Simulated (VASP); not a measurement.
A run of VASP 6.6.1:

INCAR

```
PREC = Accurate
ENCUT = 520
EDIFF = 1E-6
ISMEAR = -1
SIGMA = 0.1
LREAL = F
LASPH = T
NELM = 80
ALGO = Normal
ISIF = 2
LWAVE = F
LCHARG = F
GGA = PS
NBANDS = 14
```

File KPOINTS:

```
regular mesh
0
Gamma
  24 24 24
```

The input POSCAR:

```
Rh
1.0
    0.0000000000      1.8886559197      1.8886559197
    1.8886559197      0.0000000000      1.8886559197
    1.8886559197      1.8886559197      0.0000000000
Rh
1
Direct
    0.0000000000      0.0000000000      0.0000000000
```

Potentials or basis: VASP PAW PBE potentials, release 64 (Rh_pv).

Command:

```console
$ cat potpaw_PBE.64/Rh_pv/POTCAR > POTCAR
$ mpirun -np 1 vasp_std > vasp.out
```

Hardware: 1 thread of Intel(R) Xeon(R) Platinum 8259CL CPU @ 2.50GHz (Skylake/Cascade Lake), with other jobs on the host.

Estimate the wall time of this run.

Run time: 49 s on 1 thread of Intel(R) Xeon(R) Platinum 8259CL CPU @ 2.50GHz (Skylake/Cascade Lake), on a shared host, peak memory 0.18 GiB. Counts: scf iterations 11, k points 413.
